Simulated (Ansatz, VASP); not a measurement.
This is a calculation of KTaO3 for VASP 6.6.1.

INCAR

```
AGGAC = 1.0
AGGAX = 1.0
ALDAC = 0.0
ALDAX = 1.0
ALGO = Normal
EDIFF = 1E-6
EDIFFG = -0.01
ENCUT = 600
GGA = B5
IBRION = 2
ISIF = 3
ISMEAR = -1
IVDW = 12
LASPH = True
LCHARG = False
LREAL = False
LWAVE = False
NELM = 100
NSW = 60
PREC = Accurate
SIGMA = 0.05
VDW_A1 = 0.4298
VDW_A2 = 4.2359
VDW_S6 = 1.0
VDW_S8 = 2.6996
```

KPOINTS

```
k-points
0
Gamma
  7 7 7
```

Contents of POSCAR:

```
KTaO3
1.0
    3.9883000000      0.0000000000      0.0000000000
    0.0000000000      3.9883000000      0.0000000000
    0.0000000000      0.0000000000      3.9883000000
Ta K O
1 1 3
Direct
    0.0000000000      0.0000000000      0.0000000000
    0.5000000000      0.5000000000      0.5000000000
    0.0000000000      0.0000000000      0.5000000000
    0.0000000000      0.5000000000      0.0000000000
    0.5000000000      0.0000000000      0.0000000000
```

Potentials or basis: VASP PAW PBE potentials, release 64 (Ta_pv, K_sv, O).

The run is started by

```sh
$ cat potpaw_PBE.64/Ta_pv/POTCAR potpaw_PBE.64/K_sv/POTCAR potpaw_PBE.64/O/POTCAR > POTCAR
$ mpirun -np 1 vasp_std > vasp.out
```

Translate it to Ansatz 0.2.0. Potentials there: Ansatz PAW.

As run (the cutoff follows the program's own potentials):

input.yaml

```yaml
crystal:
  lattice:
    - [3.9883, 0.0, 0.0]
    - [0.0, 3.9883, 0.0]
    - [0.0, 0.0, 3.9883]
  atoms:
    - { symbol: Ta, position: [0.0, 0.0, 0.0] }
    - { symbol: K, position: [0.5, 0.5, 0.5] }
    - { symbol: O, position: [0.0, 0.0, 0.5] }
    - { symbol: O, position: [0.0, 0.5, 0.0] }
    - { symbol: O, position: [0.5, 0.0, 0.0] }
hamiltonian:
  xc: blyp
  pseudopotentials: { kind: paw }
  dispersion: d3bj
kpoints:
  mp_grid: { grid: [7, 7, 7] }
scf:
  occupations: { method: fermi_dirac, width: 0.05 }
output:
  forces: true
  stress: true
relax:
  f_tol: 0.01
  max_steps: 40
  cell: { stress_tol: 0.05 }
```

Potentials or basis: Ansatz PAW.

Run with:

```console
$ ansatz run input.yaml --threads 2 --pin off --max-ram 5632MiB --backend cpu --events-out ev --progress --plain --runs-dir out
```

Both were run:

|  | VASP | Ansatz | Ansatz less VASP |
| --- | --- | --- | --- |
| relaxed volume (Å³/atom) | 12.97 | 12.89 | -0.084 |
| relaxed cell length with the largest relative difference (Å) | 4.018 | 4.009 | -0.0087 |

VASP's potentials were made for PBE, not for BLYP. VASP's potentials hold 38 valence electrons a cell and Ansatz's 40, so a difference there can come from the potentials and not from the codes.

Neither program's run includes spin-orbit coupling. Noted on Ansatz's run: odd divisions of the mesh miss points on the zone boundary, where band edges often lie, so the gap on the mesh can be too wide; the plane-wave basis is chosen anew once the cell has moved, so the energies of steps on either side of that aren't comparable.
